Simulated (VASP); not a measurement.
# WC (Qusongite) (P-6m2) in VASP: relaxation of cell and atoms with PBEsol

Aim: the relaxation of cell and atoms of WC (Qusongite) with PBEsol.

Program: VASP 6.6.1. These are calculated values, not measurements. Logs are shortened: lines on timing, memory, paths and dates and some standing lists are left out, and cuts for length are marked.

**1. The cell of the first run**

Symmetry: P-6m2, No. 187, hexagonal system. The conventional cell has a = 2.907 Å, b = 2.907 Å, c = 2.837 Å, α = 90.00°, β = 90.00°, γ = 120.00°. W (site symmetry -6m2) has 6 C at 2.20 Å and 2 W at 2.84 Å within 2.9 Å. C (site symmetry -6m2) has 6 W at 2.20 Å and 2 C at 2.84 Å within 2.9 Å.

**2. Relaxation of cell and atoms, PBEsol, target pressure 5 GPa, at which the enthalpy is minimised**

INCAR

```
PREC = Accurate
ENCUT = 600
EDIFF = 1E-6
ISMEAR = -1
SIGMA = 0.05
LREAL = F
LASPH = T
NELM = 80
ALGO = Normal
ISIF = 3
LWAVE = F
LCHARG = F
GGA = PS
IBRION = 2
NSW = 60
EDIFFG = -0.01
PSTRESS = 50.0
```

KPOINTS

```
Automatic mesh
0
Gamma
  10 10 9
```

POSCAR

```
WC
1.0
    2.9065000000      0.0000000000      0.0000000000
   -1.4532500000      2.5171028361      0.0000000000
    0.0000000000      0.0000000000      2.8366000000
W C
1 1
Direct
    0.0000000000      0.0000000000      0.0000000000
    0.6666666667      0.3333333333      0.5000000000
```

Potentials or basis: VASP PAW PBE potentials, release 64 (W_sv, C).

On the command line:

```console
cat potpaw_PBE.64/W_sv/POTCAR potpaw_PBE.64/C/POTCAR > POTCAR
mpirun -np 1 vasp_std > vasp.out
```

OUTCAR:

```text
PREC = Accurate
   ENCUT = 600
   EDIFF = 1E-6
   ISMEAR = -1
   LREAL = F
   LASPH = T
   NELM = 80
   ISIF = 3
   GGA = PS
   IBRION = 2
   NSW = 60
   EDIFFG = -0.01
   PSTRESS = 50.0

 ion  position               nearest neighbor table
   1  0.000  0.000  0.000-   2 2.20   2 2.20   2 2.20   2 2.20   2 2.20   2 2.20
   2  0.667  0.333  0.500-   1 2.20   1 2.20   1 2.20   1 2.20   1 2.20   1 2.20

  LATTYP: Found a hexagonal cell.
 ALAT       =     2.9065000000
 C/A-ratio  =     0.9759504559

  Lattice vectors:

 A1 = (   2.9065000000,   0.0000000000,   0.0000000000)
 A2 = (  -1.4532500000,   2.5171028361,   0.0000000000)
 A3 = (   0.0000000000,   0.0000000000,   2.8366000000)

Analysis of symmetry for initial positions (statically):
=====================================================================
 Subroutine PRICEL returns:
 Original cell was already a primitive cell.

 Routine SETGRP: Setting up the symmetry group for a
 hexagonal supercell.

 Subroutine GETGRP returns: Found 12 space group operations
 (whereof 12 operations were pure point group operations)
 out of a pool of 24 trial point group operations.

The static configuration has the point symmetry D_3h.

Analysis of symmetry for dynamics (positions and initial velocities):
=====================================================================
 Subroutine PRICEL returns:
 Original cell was already a primitive cell.

 Routine SETGRP: Setting up the symmetry group for a
 hexagonal supercell.

 Subroutine GETGRP returns: Found 12 space group operations
 (whereof 12 operations were pure point group operations)
 out of a pool of 24 trial point group operations.

The dynamic configuration has the point symmetry D_3h.

 Subroutine INISYM returns: Found 12 space group operations
 (whereof 12 operations are pure point group operations),
 and found     1 'primitive' translations

----------------------------------------------------------------------------------------

                                     Primitive cell

  volume of cell :      20.7525

  direct lattice vectors                    reciprocal lattice vectors
     2.906500000  0.000000000  0.000000000     0.344056425  0.198641070  0.000000000
    -1.453250000  2.517102836  0.000000000     0.000000000  0.397282139  0.000000000
     0.000000000  0.000000000  2.836600000     0.000000000  0.000000000  0.352534725

  length of vectors
[... 89 lines left out ...]
   ISYM   =      2    0-nonsym 1-usesym 2-fastsym
   POTIM  = 0.5000    time-step for ionic-motion
   TEBEG  =    0.0;   TEEND  =   0.0 temperature during run
   PSTRESS=   50.0 pullay stress
   NELECT =      18.0000    total number of electrons
   NUPDOWN=      -1.0000    fix difference up-down
   EMIN   =  10.00;   EMAX   =-10.00  energy-range for DOS
[... 5 lines left out ...]
     AMIX     =   0.40;   BMIX     =  1.00
     AMIX_MAG =   1.60;   BMIX_MAG =  1.00
  volume/ion in A,a.u.               =      10.38        70.02
  Fermi-wavevector in a.u.,A,eV,Ry     =   1.561262  2.950358 33.164744  2.437540
  Thomas-Fermi vector in A             =   2.664353
   LORBIT       =      0    0 simple, 1 ext, 2 COOP (PROOUT), +10 PAW based schemes
   GGA     = PS    functional components
   LHFCALC =     F    Hartree Fock is set to
   AEXX    =    0.0000 exact exchange contribution
   IVDW    =     0    specifies the selected vdW correction
   LEPSILON=     F    determine dielectric tensor
   LRPA    =     F    only Hartree local field effects (RPA)
 conjugate gradient relaxation of ions
 non-spin polarized calculation
  energy-cutoff  :      600.00
  volume of cell :       20.75
 maximum number of plane-waves:       703
 NGX is ok and might be reduce to    24
   NGX = 11   NGY = 11   NGZ = 11

--------------------------------------- Ionic step        1  -------------------------------------------

 number of electron      18.0000000 magnetization

 Free energy of the ion-electron system (eV)
  ---------------------------------------------------
  ext. energy  EPLUGINS =         0.00000000
  ---------------------------------------------------
  free energy    TOTEN  =       -23.90494398 eV

  energy without entropy =      -23.90315426  energy(sigma->0) =      -23.90404912

------------------------ aborting loop because EDIFF is reached ----------------------------------------

  FORCE on cell =-STRESS in cart. coord.  units (eV):
  Direction    XX          YY          ZZ          XY          YZ          ZX
  --------------------------------------------------------------------------------------
  -------------------------------------------------------------------------------------
  Total       -0.2534341     -0.2534341     -0.3981884     -0.0000000      0.0000000      0.0000000
  in kB      -19.5661864    -19.5661864    -30.7418342     -0.0000000      0.0000000      0.0000000
  external PRESSURE =     -73.2914023 kB  Pullay stress =      50.0000000 kB
[... 215 lines left out ...]
--------------------------------------- Ionic step        7  -------------------------------------------

 number of electron      18.0000001 magnetization

 Free energy of the ion-electron system (eV)
  ---------------------------------------------------
  ext. energy  EPLUGINS =         0.00000000
  ---------------------------------------------------
  free energy    TOTEN  =       -23.90186758 eV

  energy without entropy =      -23.90006767  energy(sigma->0) =      -23.90096763

 E-fermi :  11.1766     XC(G=0): -14.0271

 val. band max:       11.0763307671   @ k =   0.0000   0.0000   0.3333
 cond. band min:      11.1800189507   @ k =   0.1000   0.0000   0.3333
 fundamental gap:      0.1036881836
 Fermi energy:        11.1766177219

 k-point     1 :       0.0000    0.0000    0.0000
  band No.  band energies     occupation
      1     -62.7065      2.00000
      2     -26.6973      2.00000
      3     -26.5816      2.00000
      4     -26.5816      2.00000
      5      -3.3808      2.00000
      6       6.7544      2.00000
      7       7.7835      2.00000
      8       7.7835      2.00000
      9      11.3034      0.14692
     10      14.4981      0.00000
     11      14.4981      0.00000
     12      16.9401      0.00000
     13      16.9401      0.00000
[... 354 lines left out ...]
  band No.  band energies     occupation
      1     -62.6376      2.00000
      2     -27.3964      2.00000
      3     -26.8245      2.00000
      4     -26.6662      2.00000
      5       0.1540      2.00000
      6       4.1793      2.00000
      7       6.8810      2.00000
      8       8.4105      2.00000
      9       9.8876      2.00000
     10      13.9028      0.00000
     11      15.3392      0.00000
     12      16.2731      0.00000
     13      18.3585      0.00000

 [... further k-points ...]
[... 5 lines left out ...]
  --------------------------------------------------------------------------------------
  -------------------------------------------------------------------------------------
  Total        0.6512817      0.6512817      0.6542643     -0.0000000      0.0000000     -0.0000000
  in kB       51.1870940     51.1870940     51.4215133     -0.0000000      0.0000000     -0.0000000
  external PRESSURE =       1.2652338 kB  Pullay stress =      50.0000000 kB
[... 21 lines left out ...]
  energy  without entropy=      -23.9000676686  energy(sigma->0) =      -23.90096763

  enthalpy is  TOTEN    =       -23.2656899403 eV   P V=        0.6361776418

 reached required accuracy - stopping structural energy minimisation
```

Wall time 92 s (1 thread of Intel Xeon 8259CL, shared host); peak memory 0.17 GiB.

What came out:

```yaml
Free_energy: -23.9019 eV
Relaxed_volume: 10.19 Å³/atom
Relaxed_cell: a = 2.889 Å, b = 2.889 Å, c = 2.820 Å, α = 90.00°, β = 90.00°, γ = 120.00°
Space_group_after_relaxing_to_0.05_Å: P-6m2 (No. 187)
Energy_change_on_relaxing_the_enthalpy_is_what_falls: +1.5 meV/atom
Ionic_steps: 7
Pressure_after_relaxing: 5.1 GPa
Band_gap_on_the_k_mesh: zero (band 9 reaches 11.86 eV, above the bottom of band 10 at 10.62 eV)
```

The path:
| step | energy change (eV) | largest force (eV/Å) | pressure (GPa) | volume (Å³) |
| --- | --- | --- | --- | --- |
| 1 | 0.0000 | 0.0000 | -2.33 | 20.75 |
| 2 | 0.1140 | 0.0000 | 30.27 | 19.36 |
| 3 | 0.0026 | 0.0000 | 4.82 | 20.40 |
| 4 | 0.0028 | 0.0000 | 4.93 | 20.40 |
| 5 | 0.0030 | 0.0000 | 5.08 | 20.39 |
| 6 | 0.0032 | 0.0000 | 5.18 | 20.38 |
| 7 | 0.0031 | 0.0000 | 5.13 | 20.39 |

Final structure:
```
CELL_PARAMETERS angstrom
2.88921 0.00000 0.00000
-1.44461 2.50213 0.00000
0.00000 0.00000 2.81988
ATOMIC_POSITIONS crystal
W 0.00000 0.00000 0.00000
C 0.66667 0.33333 0.50000
```

Caveat: the cell is relaxed towards a set pressure, so the enthalpy falls and the energy may rise; the PAW data sets were made with another functional, which shifts forces and pressure a little; spin-orbit coupling is left out, which moves the levels of the heavy elements.
